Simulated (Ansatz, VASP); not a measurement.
InSe: VASP beside Ansatz

The input INCAR:

```
SYSTEM = InSe
PREC     = Accurate       ! precision mode
ENCUT    = 520            ! plane-wave cutoff, eV
EDIFF    = 1E-7           ! SCF threshold, eV
ISMEAR   = 0              ! smearing method
SIGMA    = 0.02           ! smearing width, eV
LREAL    = .False.        ! projectors in reciprocal space
LASPH    = .True.         ! aspherical terms in the spheres
NELM     = 80             ! most SCF steps
ALGO     = Normal         ! electronic algorithm
ISIF     = 2              ! what is computed and relaxed
LWAVE    = .False.        ! write WAVECAR
LCHARG   = .True.         ! write CHGCAR
LDIPOL   = .True.       
IDIPOL   = 3            
DIPOL    = 0.5 0.5 0.500
GGA      = PE             ! functional
IVDW     = 12             ! dispersion correction
LELF     = .True.         ! ELF
LVHAR    = .True.       
LVACPOTAV= .True.       
NBANDS   = 27             ! bands
```

The input KPOINTS:

```
Automatic mesh
0
Gamma
  9 9 1
  0 0 0
```

File POSCAR:

```
InSe
1.0
    4.0270000000      0.0000000000      0.0000000000
   -2.0135000000      3.4874843010      0.0000000000
    0.0000000000      0.0000000000     36.7211901288
Se In
2 2
Direct
    0.0000000000      0.0000000000      0.4266497246
    0.0000000000      0.0000000000      0.5733225307
    0.6666666667      0.3333333333      0.4619327665
    0.6666666667      0.3333333333      0.5380395423
```

Input for Ansatz:

```yaml
crystal:
  lattice:
    - [4.027, 0.0, 0.0]
    - [-2.0135, 3.487484301, 0.0]
    - [0.0, 0.0, 36.7211901288]
  atoms:
    - { symbol: Se, position: [0.0, 0.0, 0.4266497246] }
    - { symbol: In, position: [0.6666666667, 0.3333333333, 0.4619327665] }
    - { symbol: In, position: [0.6666666667, 0.3333333333, 0.5380395423] }
    - { symbol: Se, position: [0.0, 0.0, 0.5733225307] }
  periodic: [true, true, false]
basis:
  ecutwfc: 420
kpoints:
  mp_grid: { grid: [9, 9, 1] }
hamiltonian:
  xc: pbe
  dispersion: d3bj
scf:
  occupations: { method: gaussian, width: 0.02 }
output:
  forces: true
  stress: true
  eigenvalues: true
```

Alike in both runs: task single point; functional PBE; dispersion D3(BJ); k mesh 9 × 9 × 1; occupations gaussian, width 0.02 eV; no spin polarisation.

```csv
,VASP,Ansatz
version,VASP 6.6.1,Ansatz 0.2.0
potentials or method,"VASP PAW PBE potentials, release 64 (Se, In_d), cutoff 520 eV","scalar-relativistic, plane waves, PAW"
valence electrons in the cell,38,58
```

Ansatz gave:

| Quantity | Value |
| --- | --- |
| gap on the k mesh at the Fermi level (eV) | 1.63 |
| least direct gap on the mesh (eV) | 1.70 |
| rms of the force components (eV/Å) | 0.001 |

Problem. Which values does VASP return?

Solution. gap on the k mesh at the Fermi level (eV): 1.62; least direct gap on the mesh (eV): 1.69; rms of the force components (eV/Å): 0.007.

VASP's potentials hold 38 valence electrons a cell and Ansatz's 58, so a difference there can come from the potentials and not from the codes.
